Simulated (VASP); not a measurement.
# Al4Co (I4/mmm) in VASP: further runs

Al4Co is run at these levels: PBE; tasks: single point.

Everything below comes from runs of VASP 6.6.1. Logs are shortened: lines on timing, memory, paths and dates and some standing lists are left out, and cuts for length are marked.

## (1) The cell of the first run

It takes space group I4/mmm (No. 139, tetragonal). The conventional cell has a = 3.112 Å, b = 3.112 Å, c = 14.863 Å, α = 90.00°, β = 90.00°, γ = 90.00°. Within 3.6 Å of Al (site symmetry 4mm) lie 13 Al at 2.72 to 3.23 Å and 1 Co at 2.92 Å. Al (site symmetry 4mm) has 4 Co at 2.55 Å and 10 Al at 2.57 to 3.23 Å within 3.4 Å. Co (site symmetry 4/mmm) has 10 Al at 2.55 to 2.92 Å and 4 Co at 3.11 Å within 3.4 Å.

## (2) Single point, PBE, collinear spin, ferromagnetic start

Contents of INCAR:

```
  PREC = Accurate
  ENCUT = 520
  EDIFF = 1E-7
  ISMEAR = 0
  SIGMA = 0.2
  LREAL = False
  LASPH = True
  NELM = 150
  ALGO = Normal
  ISIF = 2
  LWAVE = False
  LCHARG = False
  ISPIN = 2
  MAGMOM = 0 0 0 0 3
  LORBIT = 11
  LMAXMIX = 4
  GGA = PE
  NBANDS = 22
```

Contents of KPOINTS:

```
regular mesh
0
Gamma
  7 7 7
```

Contents of POSCAR:

```
Al4Co
1.0
   -1.5561188923      1.5561188923      7.4316154794
    1.5561188923     -1.5561188923      7.4316154794
    1.5561188923      1.5561188923     -7.4316154794
Al Co
4 1
Direct
    0.8038242432      0.8038242432      0.0000000000
    0.4134455655      0.4134455655      0.0000000000
    0.1961757568      0.1961757568      0.0000000000
    0.5865544345      0.5865544345      0.0000000000
    0.0000000000      0.0000000000      0.0000000000
```

Potentials or basis: VASP PAW PBE potentials, release 64 (Al, Co).

The run is started by

```sh
cat potpaw_PBE.64/Al/POTCAR potpaw_PBE.64/Co/POTCAR > POTCAR
mpirun -np 1 vasp_std > vasp.out
```

OUTCAR:

```text
PREC = Accurate
   ENCUT = 520
   EDIFF = 1E-7
   ISMEAR = 0
   LREAL = False
   LASPH = True
   NELM = 150
   ISIF = 2
   ISPIN = 2
   LORBIT = 11
   GGA = PE

 ion  position               nearest neighbor table
   1  0.804  0.804  0.000-   3 2.72   3 2.72   3 2.72   3 2.72   2 2.74   2 2.74   2 2.74   2 2.74
                             5 2.92   4 3.23
   2  0.413  0.413  0.000-   5 2.55   5 2.55   5 2.55   5 2.55   4 2.57   1 2.74   1 2.74   1 2.74
                             1 2.74   3 3.23
   3  0.196  0.196  0.000-   1 2.72   1 2.72   1 2.72   1 2.72   4 2.74   4 2.74   4 2.74   4 2.74
                             5 2.92   2 3.23
   4  0.587  0.587  0.000-   5 2.55   5 2.55   5 2.55   5 2.55   2 2.57   3 2.74   3 2.74   3 2.74
                             3 2.74   1 3.23
   5  0.000  0.000  0.000-   4 2.55   4 2.55   4 2.55   2 2.55   4 2.55   2 2.55   2 2.55   2 2.55
                             1 2.92   3 2.92

  LATTYP: Found a body centered tetragonal cell.
 ALAT       =     3.1122377846
 C/A-ratio  =     4.7757375842

  Lattice vectors:

 A1 = (  -1.5561188923,   1.5561188923,   7.4316154794)
 A2 = (   1.5561188923,  -1.5561188923,   7.4316154794)
 A3 = (   1.5561188923,   1.5561188923,  -7.4316154794)

Analysis of symmetry for initial positions (statically):
=====================================================================
 Subroutine PRICEL returns:
 Original cell was already a primitive cell.

 Routine SETGRP: Setting up the symmetry group for a
 body centered tetragonal supercell.

 Subroutine GETGRP returns: Found 16 space group operations
 (whereof 16 operations were pure point group operations)
 out of a pool of 16 trial point group operations.

The static configuration has the point symmetry D_4h.

Analysis of symmetry for dynamics (positions and initial velocities):
=====================================================================
 Subroutine PRICEL returns:
 Original cell was already a primitive cell.

 Routine SETGRP: Setting up the symmetry group for a
 body centered tetragonal supercell.

 Subroutine GETGRP returns: Found 16 space group operations
 (whereof 16 operations were pure point group operations)
 out of a pool of 16 trial point group operations.

The dynamic configuration has the point symmetry D_4h.

Analysis of structural, dynamic, and magnetic symmetry:
=====================================================================
 Subroutine PRICEL returns:
 Original cell was already a primitive cell.

 Routine SETGRP: Setting up the symmetry group for a
 body centered tetragonal supercell.

 Subroutine GETGRP returns: Found 16 space group operations
 (whereof 16 operations were pure point group operations)
[... 136 lines left out ...]
   IVDW    =     0    specifies the selected vdW correction
   LEPSILON=     F    determine dielectric tensor
   LRPA    =     F    only Hartree local field effects (RPA)
 spin polarized calculation
 Gauss-broadening in eV      SIGMA  =   0.20
  energy-cutoff  :      520.00
  volume of cell :       71.98
 maximum number of plane-waves:      1949
 NGX is ok and might be reduce to    60
   NGX = 29   NGY = 29   NGZ = 29

 number of electron      20.9999998 magnetization       0.3057442

 Free energy of the ion-electron system (eV)
  ---------------------------------------------------
  ext. energy  EPLUGINS =         0.00000000
  ---------------------------------------------------
  free energy    TOTEN  =       -22.57895828 eV

  energy without entropy =      -22.51061591  energy(sigma->0) =      -22.54478709

 E-fermi :   9.0362     XC(G=0): -10.9138

 val. band max:        9.0188064389   @ k =  -0.1429   0.2857   0.1429
 cond. band min:       9.0413365751   @ k =  -0.1429   0.4286   0.1429
 fundamental gap:      0.0225301362
 Fermi energy:         9.0362094169

 spin component 1

 k-point     1 :       0.0000    0.0000    0.0000
  band No.  band energies     occupation
      1      -2.3276      1.00000
      2       0.2532      1.00000
      3       0.5144      1.00000
      4       5.8687      1.00000
      5       6.4292      1.00000
      6       7.5110      1.00000
[... 589 lines left out ...]
     21      16.6245      0.00000
     22      17.4249      0.00000

 [... further k-points ...]

 spin component 2

 k-point     1 :       0.0000    0.0000    0.0000
  band No.  band energies     occupation
      1      -2.3171      1.00000
      2       0.2601      1.00000
      3       0.5249      1.00000
      4       5.9846      1.00000
      5       6.8157      1.00000
      6       7.7152      1.00000
[... 589 lines left out ...]
     21      16.6499      0.00000
     22      17.4427      0.00000

 [... further k-points ...]
[... 5 lines left out ...]
  --------------------------------------------------------------------------------------
  -------------------------------------------------------------------------------------
  Total       -0.1748889     -0.1748889      0.2811851      0.0000000     -0.0000000      0.0000000
  in kB       -3.8926392     -3.8926392      6.2585552      0.0000000     -0.0000000      0.0000000
  external PRESSURE =      -0.5089078 kB  Pullay stress =       0.0000000 kB

 VOLUME and BASIS-vectors are now :
 -----------------------------------------------------------------------------
  energy-cutoff  :      520.00
  volume of cell :       71.98
      direct lattice vectors                 reciprocal lattice vectors
    -1.556118892  1.556118892  7.431615479     0.000000000  0.321312210  0.067280123
     1.556118892 -1.556118892  7.431615479     0.321312210  0.000000000  0.067280123
     1.556118892  1.556118892 -7.431615479     0.321312210  0.321312210  0.000000000

 POSITION                                       TOTAL-FORCE (eV/Angst)
 -----------------------------------------------------------------------------------
      0.00000      0.00000     11.94743        -0.000000     -0.000000      0.010418
      0.00000      0.00000      6.14514        -0.000000     -0.000000      0.011121
      0.00000      0.00000      2.91581         0.000000      0.000000     -0.010418
      0.00000      0.00000      8.71809        -0.000000     -0.000000     -0.011121
      0.00000      0.00000      0.00000         0.000000      0.000000      0.000000
 -----------------------------------------------------------------------------------
    total drift:                                0.000000     -0.000000     -0.000000

  FREE ENERGIE OF THE ION-ELECTRON SYSTEM (eV)
  ---------------------------------------------------
  free  energy   TOTEN  =       -22.5789582830 eV

  energy  without entropy=      -22.5106159052  energy(sigma->0) =      -22.54478709

 total charge

# of ion       s       p       d       tot
------------------------------------------
    1        0.426   0.356   0.000   0.782
    2        0.409   0.379   0.000   0.788
    3        0.426   0.356   0.000   0.782
    4        0.409   0.379   0.000   0.788
    5        0.412   0.418   7.474   8.304
--------------------------------------------------
tot          2.083   1.887   7.474  11.444

 magnetization (x)

# of ion       s       p       d       tot
------------------------------------------
    1        0.001   0.001   0.000   0.002
    2        0.001   0.000   0.000   0.001
    3        0.001   0.001   0.000   0.002
    4        0.001   0.000   0.000   0.001
    5        0.009   0.000   0.278   0.288
--------------------------------------------------
tot          0.014   0.003   0.278   0.295
```

stdout:

```text
POSCAR found type information on POSCAR AlCo
 POSCAR found :  2 types and       5 ions
 scaLAPACK will be used
 LDA part: xc-table for (Slater+PW92), standard interpolation
 POSCAR, INCAR and KPOINTS ok, starting setup
 FFT: planning ... GRIDC
 FFT: planning ... GRID_SOFT
 FFT: planning ... GRID
 WAVECAR not read
 entering main loop
```

Run time: 9.1 min. Hardware: 1 thread of AMD EPYC 9R45 (Zen 5), shared host; peak memory 0.62 GiB.

Results:

```yaml
Free_energy: -22.5790 eV
Pressure: -0.1 GPa
Largest_force: 0.011 eV/Å
Net_moment: 0.31 μB per cell
Site_moments: Al +0.00; Co +0.29 μB
Valence_electrons_inside_the_program's_atomic_spheres: Al 0.78, 0.79 (each value once); Co 8.30
```

Forces in eV/Å, atoms in the order of the input:
```
Al   0.000  0.000  0.010
Al   0.000  0.000  0.011
Al   0.000  0.000 -0.010
Al   0.000  0.000 -0.011
Co   0.000  0.000  0.000
```

## (3) Single point, PBE

This run uses another cell than the first one, of 14.60 Å³/atom.

Contents of INCAR:

```
PREC     = Accurate       # precision mode
ENCUT    = 520            # plane-wave cutoff, eV
EDIFF    = 1E-7           # SCF threshold, eV
ISMEAR   = 0              # smearing method
SIGMA    = 0.1            # smearing width, eV
LREAL    = False          # projectors in reciprocal space
LASPH    = True           # aspherical terms in the spheres
NELM     = 80             # most SCF steps
ALGO     = Fast           # electronic algorithm
ISIF     = 2              # what is computed and relaxed
LWAVE    = False          # write WAVECAR
LCHARG   = False          # write CHGCAR
GGA      = PE             # functional
NBANDS   = 18             # bands
```

Contents of KPOINTS:

```
regular mesh
0
Gamma
  14 14 14
```

Contents of POSCAR:

```
Al4Co
1.0
   -1.3907006263      1.3907006263      9.4362573064
    1.3907006263     -1.3907006263      9.4362573064
    1.3907006263      1.3907006263     -9.4362573064
Al Co
4 1
Direct
    0.8065798692      0.8065798692      0.0000000000
    0.4205365608      0.4205365608      0.0000000000
    0.1934201308      0.1934201308      0.0000000000
    0.5794634392      0.5794634392      0.0000000000
    0.0000000000      0.0000000000      0.0000000000
```

Potentials or basis: VASP PAW PBE potentials, release 64 (Al, Co).

The run is started by

```sh
cat potpaw_PBE.64/Al/POTCAR potpaw_PBE.64/Co/POTCAR > POTCAR
mpirun -np 1 vasp_std > vasp.out
```

Run time: 42 min. Hardware: 1 thread of AMD EPYC 9R45 (Zen 5), shared host; peak memory 0.94 GiB.

Results (log left out):

- Free energy: -23.1931 eV
- Pressure: -0.1 GPa
- Largest force: 0.005 eV/Å
- Band gap on the k mesh: zero (an odd number of electrons rules out a gap without spin polarisation)

Forces in eV/Å, atoms in the order of the input:
```
Al   0.000  0.000  0.002
Al   0.000  0.000  0.005
Al   0.000  0.000 -0.002
Al   0.000  0.000 -0.005
Co   0.000  0.000  0.000
```

Stress tensor (GPa, compression positive):
```
-0.08  0.00  0.00
 0.00 -0.08  0.00
 0.00  0.00 -0.17
```

Levels at points of the mesh, in eV from the Fermi level:
| k point | band 8 | band 9 | band 10 | band 11 | band 12 | band 13 |
| --- | --- | --- | --- | --- | --- | --- |
| (0.00, 0.00, 0.00) | -1.08 | -1.08 | -0.54 | 3.23 | 5.01 | 6.37 |
| (0.50, 0.00, 0.00) | -1.69 | -1.52 | -1.37 | -0.89 | -0.11 | 0.94 |
| (0.50, 0.50, 0.00) | -0.67 | -0.53 | -0.28 | 0.01 | 0.12 | 0.57 |
| (0.50, 0.50, 0.50) | -1.08 | -1.08 | -0.54 | 1.21 | 6.45 | 6.81 |

Caveat: the run has no spin polarisation, though such a crystal can be magnetic.

The gap in the log of VASP goes by the Fermi energy; the results here count the filled bands.